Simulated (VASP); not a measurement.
Write the native input for VASP 6.6.1 that does the following.

```
Task                   : single point
Functional             : PBE
Potentials or basis    : VASP PAW PBE potentials, release 64 (P, B)
Cutoff                 : 520 eV
k mesh                 : 10 × 10 × 10
Occupations            : fermi-dirac, width 0.05 eV
Spin                   : no spin polarisation
Dipole correction      : no
Further INCAR settings : ALGO = Normal; EDIFF = 1e-06; NBANDS = 11
```

The structure of BP lies in POSCAR:

```
BP
1.0
    0.0000000000      2.2741517899      2.2741517899
    2.2741517899      0.0000000000      2.2741517899
    2.2741517899      2.2741517899      0.0000000000
P B
1 1
Direct
    0.7500000000      0.7500000000      0.7500000000
    0.0000000000      0.0000000000      0.0000000000
```

These files were run (other wordings do the same):

INCAR

```
  PREC = Accurate
  ENCUT = 520
  EDIFF = 1E-6
  ISMEAR = -1
  SIGMA = 0.05
  LREAL = F
  LASPH = T
  NELM = 80
  ALGO = Normal
  ISIF = 2
  LWAVE = F
  LCHARG = T
  GGA = PE
  LELF = T
  LVHAR = T
  NBANDS = 11
```

KPOINTS

```
Automatic mesh
0
Gamma
  10 10 10
```

Potentials or basis: VASP PAW PBE potentials, release 64 (P, B).

Run with:

```sh
$ cat potpaw_PBE.64/P/POTCAR potpaw_PBE.64/B/POTCAR > POTCAR
$ mpirun -np 1 vasp_std > vasp.out
```

It gave:

```
Pressure               : -0.2 GPa
Band gap on the k mesh : 1.25 eV, indirect (least direct gap 3.39 eV)
```

It took 6.1 s on 1 thread of Intel Xeon 6975P-C, on a shared host, peak memory 0.13 GiB.
